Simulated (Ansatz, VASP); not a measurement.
One calculation of Au, two programs

```
Au
1.0
     2.85650    0.00000    0.00000
    -1.42825    2.47380    0.00000
     0.00000    0.00000    4.88000
Au
2
Direct
  0.33333 0.66667 0.75000
  0.66667 0.33333 0.25000
```

Change from the starting cell: strain -0.015 along x and y, +0.000 along z, atoms carried along.

Alike in both runs: task single point; functional r2SCAN; k mesh 18 × 18 × 10; occupations gaussian, width 0.15 eV; no spin polarisation.

|  | VASP | Ansatz |
| --- | --- | --- |
| version | VASP 6.6.1 | Ansatz 0.2.0 |
| potentials or method | VASP PAW PBE potentials, release 64 (Au), cutoff 520 eV | scalar-relativistic, plane waves, PAW |
| valence electrons in the cell | 22 | 38 |

VASP gave:

| Item | Value |
| --- | --- |
| gap on the k mesh at the Fermi level (eV) | none |
| pressure (GPa) | 3.7 |
| traceless stress, the component that is largest in VASP (GPa) | -0.86 |

Problem. What did Ansatz give for the same quantities?

Solution. gap on the k mesh at the Fermi level (eV): none; pressure (GPa): 3.4; traceless stress, the component that is largest in VASP (GPa): -0.80.

VASP's potentials were made for PBE, not for r2SCAN. A gap of «none» marks a metal or a gap that the smearing closes. VASP's potentials hold 22 valence electrons a cell and Ansatz's 38, so a difference there can come from the potentials and not from the codes.

Spin-orbit coupling is off throughout.
